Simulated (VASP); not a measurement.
# SiO2 (I4_1/amd) in VASP: dielectric tensor with PBE

Aim: the dielectric tensor of SiO2 with PBE.

Program: VASP 6.6.1. These are calculated values, not measurements. Logs are shortened: lines on timing, memory, paths and dates and some standing lists are left out, and cuts for length are marked.

### 1 The cell of the first run

The structure is tetragonal, space group I4_1/amd (No. 141). Conventional cell: a = 3.490 Å, b = 3.490 Å, c = 8.406 Å, α = 90.00°, β = 90.00°, γ = 90.00°. Within 2.3 Å of Si (site symmetry -4m2) lie 6 O at 1.76 to 1.78 Å. Within 2.3 Å of O (site symmetry 2mm) lie 3 Si at 1.76 to 1.78 Å and 2 O at 2.25 Å.

### 2 Dielectric tensor, PBE

Contents of INCAR:

```
ALGO     = Normal         # electronic algorithm
EDIFF    = 1E-8           # SCF threshold, eV
ENCUT    = 520            # plane-wave cutoff, eV
GGA      = PE             # functional
ISIF     = 2              # what is computed and relaxed
ISMEAR   = 0              # smearing method
LASPH    = True           # aspherical terms in the spheres
LCHARG   = False          # write CHGCAR
LEPSILON = True           # dielectric tensor by DFPT
LREAL    = False          # projectors in reciprocal space
LWAVE    = False          # write WAVECAR
NELM     = 100            # most SCF steps
PREC     = Accurate       # precision mode
SIGMA    = 0.01           # smearing width, eV
```

Contents of KPOINTS:

```
k-points
0
Gamma
  8 8 8
```

Contents of POSCAR:

```
SiO2
1.0
   -1.7448856757      1.7448856757      4.2030844901
    1.7448856757     -1.7448856757      4.2030844901
    1.7448856757      1.7448856757     -4.2030844901
Si O
2 4
Direct
    0.7500000000      0.2500000000      0.5000000000
    0.0000000000      0.0000000000      0.0000000000
    0.5409502157      0.0409502157      0.5000000000
    0.7909502157      0.7909502157      0.0000000000
    0.2090497843      0.2090497843      0.0000000000
    0.9590497843      0.4590497843      0.5000000000
```

Potentials or basis: VASP PAW PBE potentials, release 64 (Si, O).

The run is started by

```sh
> cat potpaw_PBE.64/Si/POTCAR potpaw_PBE.64/O/POTCAR > POTCAR
> mpirun -np 1 vasp_std > vasp.out
```

OUTCAR:

```text
EDIFF = 1E-8
   ENCUT = 520
   GGA = PE
   ISIF = 2
   ISMEAR = 0
   LASPH = True
   LEPSILON = True
   LREAL = False
   NELM = 100
   PREC = Accurate

 ion  position               nearest neighbor table
   1  0.750  0.250  0.500-   3 1.76   6 1.76   5 1.78   4 1.78   4 1.78   5 1.78   2 2.73   2 2.73
                             2 2.73   2 2.73
   2  0.000  0.000  0.000-   4 1.76   5 1.76   3 1.78   6 1.78   3 1.78   6 1.78   1 2.73   1 2.73
                             1 2.73   1 2.73
   3  0.541  0.041  0.500-   1 1.76   2 1.78   2 1.78
   4  0.791  0.791  0.000-   2 1.76   1 1.78   1 1.78
   5  0.209  0.209  0.000-   2 1.76   1 1.78   1 1.78
   6  0.959  0.459  0.500-   1 1.76   2 1.78   2 1.78

  LATTYP: Found a body centered tetragonal cell.
 ALAT       =     3.4897713514
 C/A-ratio  =     2.4088022205

  Lattice vectors:

 A1 = (  -1.7448856757,   1.7448856757,   4.2030844901)
 A2 = (   1.7448856757,  -1.7448856757,   4.2030844901)
 A3 = (   1.7448856757,   1.7448856757,  -4.2030844901)

Analysis of symmetry for initial positions (statically):
=====================================================================
 Subroutine PRICEL returns:
 Original cell was already a primitive cell.

 Routine SETGRP: Setting up the symmetry group for a
 body centered tetragonal supercell.

 Subroutine GETGRP returns: Found 16 space group operations
 (whereof  8 operations were pure point group operations)
 out of a pool of 16 trial point group operations.

The static configuration has the point symmetry D_2d.
 The point group associated with its full space group is D_4h.

Analysis of symmetry for dynamics (positions and initial velocities):
=====================================================================
 Subroutine PRICEL returns:
 Original cell was already a primitive cell.

 Routine SETGRP: Setting up the symmetry group for a
 body centered tetragonal supercell.

 Subroutine GETGRP returns: Found 16 space group operations
 (whereof  8 operations were pure point group operations)
 out of a pool of 16 trial point group operations.

The dynamic configuration has the point symmetry D_2d.
 The point group associated with its full space group is D_4h.

 Subroutine INISYM returns: Found 16 space group operations
 (whereof  8 operations are pure point group operations),
 and found     1 'primitive' translations

----------------------------------------------------------------------------------------

                                     Primitive cell

  volume of cell :      51.1873

  direct lattice vectors                    reciprocal lattice vectors
    -1.744885676  1.744885676  4.203084490     0.000000000  0.286551725  0.118960254
     1.744885676 -1.744885676  4.203084490     0.286551725  0.000000000  0.118960254
     1.744885676  1.744885676 -4.203084490     0.286551725  0.286551725  0.000000000

  length of vectors
     4.873927705  4.873927705  4.873927705     0.310263490  0.310263490  0.405245336

  position of ions in fractional coordinates (direct lattice)
     0.750000000  0.250000000  0.500000000
     0.000000000  0.000000000  0.000000000
     0.540950216  0.040950216  0.500000000
     0.790950216  0.790950216  0.000000000
     0.209049784  0.209049784  0.000000000
     0.959049784  0.459049784  0.500000000

  ion indices of the primitive-cell ions
   primitive index   ion index
                 1           1
                 2           2
                 3           3
                 4           4
                 5           5
                 6           6

----------------------------------------------------------------------------------------

 KPOINTS: k-points
[... 103 lines left out ...]
 maximum number of plane-waves:      1416
   NGX = 19   NGY = 19   NGZ = 19

--------------------------------------- Ionic step        1  -------------------------------------------

 number of electron      32.0000010 magnetization

 E-fermi :   6.2128     XC(G=0): -11.5533

 val. band max:        6.0997086638   @ k =   0.2500   0.2500   0.2500
 cond. band min:      12.4155503772   @ k =   0.0000   0.0000   0.0000
 fundamental gap:      6.3158417134
 Fermi energy:         6.2127677889

 k-point     1 :       0.0000    0.0000    0.0000
  band No.  band energies     occupation
      1     -15.5050      2.00000
      2     -12.4722      2.00000
      3     -11.4297      2.00000
      4     -10.6013      2.00000
      5      -1.5609      2.00000
      6      -1.5609      2.00000
[... 541 lines left out ...]
     19      16.7267      0.00000
     20      17.1390      0.00000

 [... further k-points ...]

  FORCE on cell =-STRESS in cart. coord.  units (eV):
  Direction    XX          YY          ZZ          XY          YZ          ZX
  --------------------------------------------------------------------------------------
  -------------------------------------------------------------------------------------
  Total        2.7310499      2.7310499      3.1195669      0.0000000      0.0000000      0.0000000
  in kB       85.4826829     85.4826829     97.6433840      0.0000000      0.0000000      0.0000000
  external PRESSURE =      89.5362499 kB  Pullay stress =       0.0000000 kB

 VOLUME and BASIS-vectors are now :
 -----------------------------------------------------------------------------
  energy-cutoff  :      520.00
  volume of cell :       51.19
      direct lattice vectors                 reciprocal lattice vectors
    -1.744885676  1.744885676  4.203084490     0.000000000  0.286551725  0.118960254
     1.744885676 -1.744885676  4.203084490     0.286551725  0.000000000  0.118960254
     1.744885676  1.744885676 -4.203084490     0.286551725  0.286551725  0.000000000

 POSITION                                       TOTAL-FORCE (eV/Angst)
 -----------------------------------------------------------------------------------
      0.00000      1.74489      2.10154         0.000000      0.000000      0.000000
      0.00000      0.00000      0.00000         0.000000      0.000000      0.000000
      0.00000      1.74489      0.34423        -0.000000      0.000000     -0.118774
      0.00000      0.00000      6.64886         0.000000     -0.000000     -0.118774
      0.00000      0.00000      1.75731         0.000000     -0.000000      0.118774
      0.00000      1.74489      3.85885        -0.000000      0.000000      0.118774
 -----------------------------------------------------------------------------------
    total drift:                               -0.000000     -0.000000      0.000000

  FREE ENERGIE OF THE ION-ELECTRON SYSTEM (eV)
  ---------------------------------------------------
  free  energy   TOTEN  =       -45.9870616942 eV

  energy  without entropy=      -45.9870616942  energy(sigma->0) =      -45.98706169

 HEAD OF MICROSCOPIC STATIC DIELECTRIC TENSOR (INDEPENDENT PARTICLE, excluding Hartree and local field effects)
 ------------------------------------------------------
           3.264094     0.000000    -0.000000
           0.000000     3.264094     0.000000
          -0.000000     0.000000     3.382287
 ------------------------------------------------------

 Free energy of the ion-electron system (eV)
  ---------------------------------------------------
  ---------------------------------------------------
  free energy    TOTEN  =        -0.33736794 eV

  energy without entropy =       -0.33736794

------------------------ aborting loop because EDIFF is reached ----------------------------------------

--------------------------------------- Ionic step        2  -------------------------------------------

------------------------ aborting loop because EDIFF is reached ----------------------------------------

--------------------------------------- Ionic step        3  -------------------------------------------

 Free energy of the ion-electron system (eV)
  ---------------------------------------------------
  ---------------------------------------------------
  free energy    TOTEN  =        -0.34731013 eV

  energy without entropy =       -0.34731013

------------------------ aborting loop because EDIFF is reached ----------------------------------------

 PIEZOELECTRIC TENSOR FIELD DIRECTION 3  (e Angst)
 -----------------------------------------------------------------------------
     0.00000  0.00000  0.00000           (  0.00000  0.00000  0.00000)
     0.00000  0.00000  0.00000           (  0.00000  0.00000  0.00000)
     0.00000  0.00000 -0.00009           (  0.00000  0.00000  0.00000)

 PIEZOELECTRIC TENSOR FIELD DIRECTION 3  (C/m^2)
 -----------------------------------------------------------------------------
     0.00000  0.00000  0.00000
     0.00000  0.00000  0.00000
     0.00000  0.00000 -0.00003

 MACROSCOPIC STATIC DIELECTRIC TENSOR (including local field effects in DFT)
 ------------------------------------------------------
           3.194801     0.000000    -0.000000
           0.000000     3.194801     0.000000
           0.000000     0.000000     3.254473
 ------------------------------------------------------

 PIEZOELECTRIC TENSOR (including local field effects)  for field in x, y, z        (e  Angst)
          XX          YY          ZZ          XY          YZ          ZX
  --------------------------------------------------------------------------------
  x     0.00000     0.00000     0.00000     0.00000     0.00000     0.00000
  y    -0.00000     0.00000     0.00000     0.00000     0.00000     0.00000
  z     0.00000     0.00000     0.00000     0.00000     0.00000     0.00000

 PIEZOELECTRIC TENSOR (including local field effects)  for field in x, y, z        (C/m^2)
          XX          YY          ZZ          XY          YZ          ZX
  --------------------------------------------------------------------------------
  x     0.00000     0.00000     0.00000     0.00000     0.00000     0.00000
  y    -0.00000     0.00000     0.00000     0.00000     0.00000     0.00000
  z     0.00000     0.00000     0.00000     0.00000     0.00000     0.00000

 BORN EFFECTIVE CHARGES (including local field effects) (in |e|, cummulative output)
 ---------------------------------------------------------------------------------
 ion    1
    1     3.85801     0.00000     0.00000
    2     0.00000     3.85801     0.00000
    3     0.00000     0.00000     3.73969
 ion    2
    1     3.85801     0.00000     0.00000
    2     0.00000     3.85801     0.00000
    3     0.00000     0.00000     3.73969
 ion    3
    1    -1.22195     0.00000     0.00000
    2     0.00000    -2.63606     0.00000
    3     0.00000     0.00000    -1.86985
 ion    4
    1    -2.63606     0.00000     0.00000
    2     0.00000    -1.22195     0.00000
    3     0.00000     0.00000    -1.86985
 ion    5
    1    -1.22195     0.00000     0.00000
    2     0.00000    -2.63606     0.00000
    3     0.00000     0.00000    -1.86985
 ion    6
    1    -2.63606     0.00000     0.00000
    2     0.00000    -1.22195     0.00000
    3     0.00000     0.00000    -1.86985
```

Run time: 22 min. Hardware: 1 thread of Oxide Virtual Turin-like, shared host; peak memory 0.39 GiB.

What came out:

```
Band gap on the k mesh                  : 6.32 eV (least direct gap 7.03 eV)
Electronic dielectric tensor (diagonal) : 3.19, 3.19, 3.25
Born charges (mean of the diagonal)     : Si +3.82; O -1.91 e
```

Levels at points of the mesh, in eV from the valence-band top:
```
           k point  band 14  band 15  band 16  band 17  band 18  band 19
(0.00, 0.00, 0.00)    -0.86    -0.71    -0.71     6.32     8.68    11.28
(0.50, 0.00, 0.00)    -1.92    -1.31    -1.29     8.95     9.20    11.29
(0.50, 0.50, 0.00)    -2.09    -0.07    -0.07     9.89     9.89    11.15
(0.50, 0.50, 0.50)    -2.13    -0.48    -0.48     7.48     7.48    10.42
```

Electronic dielectric tensor:
```
3.19 0.00 0.00
0.00 3.19 0.00
0.00 0.00 3.25
```

Born effective charge tensors (e):
atom 1, Si
```
3.86 0.00 0.00
0.00 3.86 0.00
0.00 0.00 3.74
```
atom 2, Si
```
3.86 0.00 0.00
0.00 3.86 0.00
0.00 0.00 3.74
```
atom 3, O
```
-1.22  0.00  0.00
 0.00 -2.64  0.00
 0.00  0.00 -1.87
```
atom 4, O
```
-2.64  0.00  0.00
 0.00 -1.22  0.00
 0.00  0.00 -1.87
```
atom 5, O
```
-1.22  0.00  0.00
 0.00 -2.64  0.00
 0.00  0.00 -1.87
```
atom 6, O
```
-2.64  0.00  0.00
 0.00 -1.22  0.00
 0.00  0.00 -1.87
```
